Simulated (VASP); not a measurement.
# TaBiS3 (R-3c) in VASP: single point with PBE

Aim: the single point of TaBiS3 with PBE.

All numbers are computed with VASP 6.6.1; they aren't measurements. Logs are shortened: lines on timing, memory, paths and dates and some standing lists are left out, and cuts for length are marked.

## (1) The cell of the first run

The structure is trigonal, space group R-3c (No. 167). Conventional cell: a = 6.707 Å, b = 6.707 Å, c = 16.429 Å, α = 90.00°, β = 90.00°, γ = 120.00°. Ta (site symmetry -3) has 6 S at 2.45 Å within 3.2 Å. Within 3.6 Å of Bi (site symmetry 32) lie 9 S at 2.75 to 3.41 Å. S (site symmetry 2) has 2 Ta at 2.45 Å and 1 Bi at 2.75 Å within 3.2 Å.

## (2) Single point, PBE

INCAR

```
SYSTEM = TaBiS3
  ALGO = Normal
  EDIFF = 1E-6
  ENCUT = 520
  GGA = PE
  ISIF = 2
  ISMEAR = 0
  LASPH = .TRUE.
  LCHARG = .FALSE.
  LREAL = .FALSE.
  LWAVE = .FALSE.
  NBANDS = 55
  NELM = 60
  PREC = Accurate
  SIGMA = 0.1
```

KPOINTS

```
k-points
0
G
  4 4 4
  0 0 0
```

POSCAR

```
TaBiS3
1.0
    3.3535799300      1.9361902800      5.4763731000
   -3.3535799300      1.9361902800      5.4763731000
    0.0000000000     -3.8723805500      5.4763731000
Ta Bi S
2 2 6
Direct
    0.5000000000      0.5000000000      0.5000000000
    0.0000000000      0.0000000000      0.0000000000
    0.7500000000      0.7500000000      0.7500000000
    0.2500000000      0.2500000000      0.2500000000
    0.8397492200      0.2500000000      0.6602507800
    0.6602507800      0.8397492200      0.2500000000
    0.2500000000      0.6602507800      0.8397492200
    0.1602507800      0.7500000000      0.3397492200
    0.3397492200      0.1602507800      0.7500000000
    0.7500000000      0.3397492200      0.1602507800
```

Potentials or basis: VASP PAW PBE potentials, release 64 (Ta_pv, Bi_d, S).

Launch:

```console
$ cat potpaw_PBE.64/Ta_pv/POTCAR potpaw_PBE.64/Bi_d/POTCAR potpaw_PBE.64/S/POTCAR > POTCAR
$ mpirun -np 1 vasp_std > vasp.out
```

OUTCAR:

```text
SYSTEM = TaBiS3
   EDIFF = 1E-6
   ENCUT = 520
   GGA = PE
   ISIF = 2
   ISMEAR = 0
   LASPH = .TRUE.
   LREAL = .FALSE.
   NELM = 60
   PREC = Accurate

 ion  position               nearest neighbor table
   1  0.500  0.500  0.500-   5 2.45   8 2.45   7 2.45  10 2.45   9 2.45   6 2.45
   2  0.000  0.000  0.000-   7 2.45  10 2.45   8 2.45   5 2.45   9 2.45   6 2.45
   3  0.750  0.750  0.750-   9 2.75   8 2.75  10 2.75
   4  0.250  0.250  0.250-   6 2.75   5 2.75   7 2.75
   5  0.840  0.250  0.660-   1 2.45   2 2.45   4 2.75
   6  0.660  0.840  0.250-   1 2.45   2 2.45   4 2.75
   7  0.250  0.660  0.840-   2 2.45   1 2.45   4 2.75
   8  0.160  0.750  0.340-   1 2.45   2 2.45   3 2.75
   9  0.340  0.160  0.750-   1 2.45   2 2.45   3 2.75
  10  0.750  0.340  0.160-   2 2.45   1 2.45   3 2.75

  LATTYP: Found a face centered cubic cell.
 ALAT       =     9.4853564485

  Lattice vectors:

 A1 = (   3.3535799300,   1.9361902800,   5.4763731000)
 A2 = (  -3.3535799300,   1.9361902800,   5.4763731000)
 A3 = (   0.0000000000,  -3.8723805500,   5.4763731000)

Analysis of symmetry for initial positions (statically):
=====================================================================
 Subroutine PRICEL returns:
 Original cell was already a primitive cell.

 Routine SETGRP: Setting up the symmetry group for a
 face centered cubic supercell.

 Subroutine GETGRP returns: Found 12 space group operations
 (whereof  6 operations were pure point group operations)
 out of a pool of 48 trial point group operations.

The static configuration has the point symmetry S_6 .
 The point group associated with its full space group is D_3d.

Analysis of symmetry for dynamics (positions and initial velocities):
=====================================================================
 Subroutine PRICEL returns:
 Original cell was already a primitive cell.

 Routine SETGRP: Setting up the symmetry group for a
 face centered cubic supercell.

 Subroutine GETGRP returns: Found 12 space group operations
 (whereof  6 operations were pure point group operations)
 out of a pool of 48 trial point group operations.

The dynamic configuration has the point symmetry S_6 .
 The point group associated with its full space group is D_3d.

 Subroutine INISYM returns: Found 12 space group operations
[... 100 lines left out ...]
   NELM   =     60;   NELMIN=  2; NELMDL= -5     # of ELM steps
   EDIFF  = 0.1E-05   stopping-criterion for ELM
   LREAL  =      F    real-space projection
[... 7 lines left out ...]
   TEBEG  =    0.0;   TEEND  =   0.0 temperature during run
   PSTRESS=    0.0 pullay stress
   NELECT =      88.0000    total number of electrons
   NUPDOWN=      -1.0000    fix difference up-down
   EMIN   =  10.00;   EMAX   =-10.00  energy-range for DOS
   EFERMI =   0.00;   METHOD = LEGACY
   ISMEAR =     0;   SIGMA  =   0.10  broadening in eV -4-tet -1-fermi 0-gaus
   EFERMI_NEDOS =   21; number of points for ismear=-14 and -15
   IALGO  =     38    algorithm
   IMIX   =      4    mixing-type and parameters
     AMIX     =   0.40;   BMIX     =  1.00
     AMIX_MAG =   1.60;   BMIX_MAG =  1.00
  volume/ion in A,a.u.               =      21.34       143.98
  Fermi-wavevector in a.u.,A,eV,Ry     =   1.218621  2.302860 20.205164  1.485038
  Thomas-Fermi vector in A             =   2.353901
   LORBIT       =      0    0 simple, 1 ext, 2 COOP (PROOUT), +10 PAW based schemes
   GGA     = PE    functional components
   LHFCALC =     F    Hartree Fock is set to
   AEXX    =    0.0000 exact exchange contribution
   IVDW    =     0    specifies the selected vdW correction
   LEPSILON=     F    determine dielectric tensor
   LRPA    =     F    only Hartree local field effects (RPA)
 non-spin polarized calculation
 Gauss-broadening in eV      SIGMA  =   0.10
  energy-cutoff  :      520.00
  volume of cell :      213.35
 maximum number of plane-waves:      5769
 NGX is ok and might be reduce to    50
   NGX = 25   NGY = 25   NGZ = 25

 number of electron      87.9999996 magnetization

 Free energy of the ion-electron system (eV)
  ---------------------------------------------------
  ext. energy  EPLUGINS =         0.00000000
  ---------------------------------------------------
  free energy    TOTEN  =       -60.37893593 eV

  energy without entropy =      -60.33629670  energy(sigma->0) =      -60.35761631

 E-fermi :   6.8377     XC(G=0): -10.4287

 val. band max:        6.8212574353   @ k =   0.5000   0.2500   0.0000
 cond. band min:       6.8566859034   @ k =   0.2500   0.2500   0.2500
 fundamental gap:      0.0354284682
 Fermi energy:         6.8376875867

 k-point     1 :       0.0000    0.0000    0.0000
  band No.  band energies     occupation
      1     -28.7933      2.00000
      2     -28.7933      2.00000
      3     -28.7898      2.00000
      4     -28.7849      2.00000
      5     -28.7849      2.00000
      6     -28.7816      2.00000
[... 743 lines left out ...]
     54       8.8505      0.00000
     55      10.0181      0.00000

------------------------ aborting loop because EDIFF is reached ----------------------------------------

  FORCE on cell =-STRESS in cart. coord.  units (eV):
  Direction    XX          YY          ZZ          XY          YZ          ZX
  --------------------------------------------------------------------------------------
  -------------------------------------------------------------------------------------
  Total        4.0954634      4.0954634      0.1691333      0.0000000      0.0000000      0.0000000
  in kB       30.7547820     30.7547821      1.2701024      0.0000000      0.0000000      0.0000000
  external PRESSURE =      20.9265555 kB  Pullay stress =       0.0000000 kB

 VOLUME and BASIS-vectors are now :
 -----------------------------------------------------------------------------
  energy-cutoff  :      520.00
  volume of cell :      213.35
      direct lattice vectors                 reciprocal lattice vectors
     3.353579930  1.936190280  5.476373100     0.149094404  0.086079694  0.060867535
    -3.353579930  1.936190280  5.476373100    -0.149094404  0.086079694  0.060867535
     0.000000000 -3.872380550  5.476373100     0.000000000 -0.172159388  0.060867535

 POSITION                                       TOTAL-FORCE (eV/Angst)
 -----------------------------------------------------------------------------------
      0.00000      0.00000      8.21456         0.000000     -0.000000     -0.000000
      0.00000      0.00000      0.00000         0.000000     -0.000000     -0.000000
      0.00000      0.00000     12.32184         0.000000     -0.000000     -0.000000
      0.00000      0.00000      4.10728         0.000000     -0.000000     -0.000000
      1.97777     -0.44678      9.58365        -0.001874     -0.003247     -0.000000
     -0.60196      1.93619      9.58365         0.003749     -0.000000      0.000000
     -1.37581     -1.48941      9.58365        -0.001874      0.003247     -0.000000
     -1.97777      0.44678      6.84547         0.001874      0.003247     -0.000000
      0.60196     -1.93619      6.84547        -0.003749     -0.000000     -0.000000
      1.37581      1.48941      6.84547         0.001874     -0.003247     -0.000000
 -----------------------------------------------------------------------------------
    total drift:                               -0.000000     -0.000000     -0.000000

  FREE ENERGIE OF THE ION-ELECTRON SYSTEM (eV)
  ---------------------------------------------------
  free  energy   TOTEN  =       -60.3789359269 eV

  energy  without entropy=      -60.3362966979  energy(sigma->0) =      -60.35761631
```

stdout:

```text
POSCAR found type information on POSCAR TaBiS
 POSCAR found :  3 types and      10 ions
 scaLAPACK will be used
 LDA part: xc-table for (Slater+PW92), standard interpolation
 POSCAR, INCAR and KPOINTS ok, starting setup
 FFT: planning ... GRIDC
 FFT: planning ... GRID_SOFT
 FFT: planning ... GRID
 WAVECAR not read
 entering main loop
```

Run time: 3.2 min. Hardware: 1 thread of Intel Xeon Platinum 8259CL at 2.50GHz (Skylake/Cascade Lake), shared host; peak memory 0.41 GiB.

What came out:

```
Free energy            : -60.3789 eV
Pressure               : 2.1 GPa
Largest force          : 0.004 eV/Å
Band gap on the k mesh : zero (band 44 reaches 6.86 eV, above the bottom of band 45 at 6.30 eV)
```

Forces on the atoms (eV/Å):
```
Ta   0.000  0.000  0.000
Ta   0.000  0.000  0.000
Bi   0.000  0.000  0.000
Bi   0.000  0.000  0.000
S   -0.002 -0.003  0.000
S    0.004  0.000  0.000
S   -0.002  0.003  0.000
S    0.002  0.003  0.000
S   -0.004  0.000  0.000
S    0.002 -0.003  0.000
```

Caveat: spin-orbit coupling is left out, which moves the levels of the heavy elements.
